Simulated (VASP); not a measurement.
Runs of VASP 6.6.1 on Si. The structure is that of space group Fd-3m (No. 227), or close to it. The cells are those of the table. 

```tsv
task	cell	gap on the mesh (eV)	pressure (GPa)
single point	a = 3.772 Å, angles 60.0°, 2 atoms	0.47	(a)
relaxation of cell and atoms	relaxed to 6 GPa from a = 3.838 Å, angles 60.0°, 2 atoms	0.47	6.0
relaxation of cell and atoms	relaxed to 2 GPa from a = 3.838 Å, angles 60.0°, 2 atoms	0.55	2.0
single point	a = 3.793 Å, angles 60.0°, 2 atoms	0.51	4.2
single point	a = 3.751 Å, angles 60.0°, 2 atoms	0.44	8.1
single point	a = 3.843 Å, angles 60.0°, 2 atoms	0.59	(b)
relaxation of cell and atoms	relaxed to 8 GPa from a = 3.838 Å, angles 60.0°, 2 atoms	0.44	8.1
relaxation of cell and atoms	relaxed to 4 GPa from a = 3.838 Å, angles 60.0°, 2 atoms	0.51	4.0
```

Alike in all rows: level PBEsol; potentials or basis VASP PAW PBE potentials, release 64 (Si); no spin polarisation; k mesh 6 × 6 × 6; cutoff (eV) 500; smearing gaussian 0.01 eV.

Q: Estimate the missing entries.

A: (a) 6.1; (b) 0.1.

Caveats: the PAW data sets were made with another functional, which shifts forces and pressure a little; the cell is relaxed towards a set pressure, so the run minimises the enthalpy, not the energy (at least some runs); the cell stands under pressure (at least some runs).

A k mesh can miss the band edges.
